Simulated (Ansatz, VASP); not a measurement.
# Si: VASP beside Ansatz

```
Si
1.0
     0.00000    2.73500    2.73500
     2.73500    0.00000    2.73500
     2.73500    2.73500    0.00000
Si
2
Cartesian
  0.0000 0.0000 0.0000
  1.3675 1.3675 1.3675
```

Alike in both runs: task single point; functional HSE06; k mesh 3 × 3 × 3; occupations fermi-dirac, width 0.02 eV; no spin polarisation.

```csv
,VASP,Ansatz
version,VASP 6.6.1,Ansatz 0.2.0 development build
potentials or method,"VASP PAW PBE potentials, release 64 (Si)","plane waves, PAW datasets (generated soft set 1)"
plane-wave cutoff (eV),400,420
valence electrons in the cell,8,8
```

```csv
,VASP,Ansatz,Ansatz less VASP
gap on the k mesh at the Fermi level (eV),1.45,1.43,-0.023
```

Ansatz's warnings: stress scf threshold loose.

The k mesh is coarse, so the values compare programs but aren't converged.
